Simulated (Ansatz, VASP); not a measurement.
## Si2Mo in VASP and in Ansatz

```
Si Mo
1.0
    -1.61169    1.61169    3.94990
     1.61169   -1.61169    3.94990
     1.61169    1.61169   -3.94990
Si Mo
2 1
Direct
  0.33515 0.33515 0.00000
  0.66485 0.66485 0.00000
  0.00000 0.00000 0.00000
```

Alike in both runs: functional PBE; k mesh 16 × 16 × 16; occupations fermi-dirac, width 0.05 eV; no spin polarisation.

Ansatz relaxed the structure, and its values are those at the end. VASP's run is a single point on that final structure, the one shown.

|  | VASP | Ansatz |
| --- | --- | --- |
| version | VASP 6.6.1 | Ansatz 0.2.0 |
| potentials or method | VASP PAW PBE potentials, release 64 (Si, Mo_sv), cutoff 520 eV | all-electron LAPW, non-relativistic |

```tsv
	VASP	Ansatz	Ansatz less VASP
pressure (GPa)	-1.4	0.0	+1.37
rms of the force components (eV/Å)	0.004	0.000	-0.0034
```

Ansatz ran all-electron here, and VASP with PAW potentials.
